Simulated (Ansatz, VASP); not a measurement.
## Two plane-wave programs on KCl

The input INCAR:

```
SYSTEM = KCl
PREC = Accurate
ENCUT = 520
EDIFF = 1E-8
ISMEAR = -1
SIGMA = 0.05
LREAL = .False.
LASPH = .True.
NELM = 80
ALGO = Normal
ISIF = 2
LWAVE = .False.
LCHARG = .False.
GGA = PE
LEFG = .True.
NBANDS = 15
```

Contents of KPOINTS:

```
regular mesh
0
Gamma
  13 13 13
  0 0 0
```

Contents of POSCAR:

```
KCl
1.0
    0.0000000000      3.1680507320      3.1680507320
    3.1680507320      0.0000000000      3.1680507320
    3.1680507320      3.1680507320      0.0000000000
K Cl
1 1
Direct
    0.0000000000      0.0000000000      0.0000000000
    0.5000000000      0.5000000000      0.5000000000
```

Input for Ansatz:

```yaml
crystal:
  lattice:
    - [0.0, 3.168050732, 3.168050732]
    - [3.168050732, 0.0, 3.168050732]
    - [3.168050732, 3.168050732, 0.0]
  atoms:
    - { symbol: K, position: [0.0, 0.0, 0.0] }
    - { symbol: Cl, position: [0.5, 0.5, 0.5] }
kpoints:
  mp_grid: { grid: [13, 13, 13] }
scf:
  occupations: { method: fermi_dirac, width: 0.05 }
hamiltonian:
  xc: pbe
  pseudopotentials: { kind: paw }
output:
  forces: true
  stress: true
  eigenvalues: true
  efg: { contact_densities: true }
```

Change from the starting cell: volume scaled by 0.98, PAW files.

Alike in both runs: task electric field gradients; functional PBE; k mesh 13 × 13 × 13; occupations fermi-dirac, width 0.05 eV; no spin polarisation.

|  | VASP | Ansatz |
| --- | --- | --- |
| version | VASP 6.6.1 | Ansatz 0.2.0 |
| potentials or method | VASP PAW PBE potentials, release 64 (K_sv, Cl) | PAW with Ansatz's default frozen-core files, scalar-relativistic |
| plane-wave cutoff (eV) | 520 | 420 |
| valence electrons in the cell | 16 | 16 |

|  | VASP | Ansatz | Ansatz less VASP |
| --- | --- | --- | --- |
| gap on the k mesh at the Fermi level (eV) | 5.12 | 5.12 | +0.002 |
| pressure (GPa) | 0.4 | 0.4 | -0.02 |

The functional is the same, so the differences come from potentials, cutoffs and numerics.
